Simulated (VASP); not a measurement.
A run of VASP 6.6.1 is set up as follows.

File INCAR:

```
SYSTEM = Sc12H
PREC = Accurate ; ENCUT = 520
EDIFF = 1E-6 ; ISMEAR = 0
SIGMA = 0.05 ; LREAL = .FALSE.
LASPH = .TRUE. ; NELM = 60
ALGO = Normal ; ISIF = 2
LWAVE = .FALSE. ; LCHARG = .FALSE.
GGA = CA ; NBANDS = 78
```

File KPOINTS:

```
Automatic mesh
0
G
  3 2 3
  0 0 0
```

Contents of POSCAR:

```
Sc12H
1.0
    6.6200000000      0.0000000000      0.0000000000
   -4.9650000000      8.5996320000      0.0000000000
    0.0000000000      0.0000000000      5.2761400000
Sc H
12 1
Direct
    0.0016047368      0.0003766747     -0.0141619581
    0.1705218756      0.2255525383      0.5038280312
    0.0007612495      0.3321956229      0.0034216277
    0.1648688060      0.5537049662      0.5045502956
    0.0032567262      0.6684436139      0.0043840750
    0.1691848227      0.8883797482      0.5038868219
    0.5015218470     -0.0001792109      0.0040785914
    0.6670836071      0.2214789414      0.5025659859
    0.5012500387      0.3338521497      0.0029285707
    0.6697968450      0.5569705420      0.5041309933
    0.5007814180      0.6666124094      0.0057833121
    0.6655391835      0.8882459775      0.5047773814
    0.0021061437      0.0012882267      0.5993715717
```

Potentials or basis: VASP PAW LDA potentials, release 64 (Sc_sv, H).

Run with:

```console
$ cat potpaw_LDA.64/Sc_sv/POTCAR potpaw_LDA.64/H/POTCAR > POTCAR
$ mpirun -np 1 vasp_std > vasp.out
```

Predict the pressure.

-5.1 GPa.

Predict the band gap on the k mesh.

zero (an odd number of electrons rules out a gap without spin polarisation).

Stress tensor (GPa, compression positive):
```
-4.68  0.00  0.00
 0.00 -4.67  0.02
 0.00  0.02 -6.08
```

Caveat: the k points lie up to 0.40 Å⁻¹ apart, too coarse for converged energies and pressures of a metal.
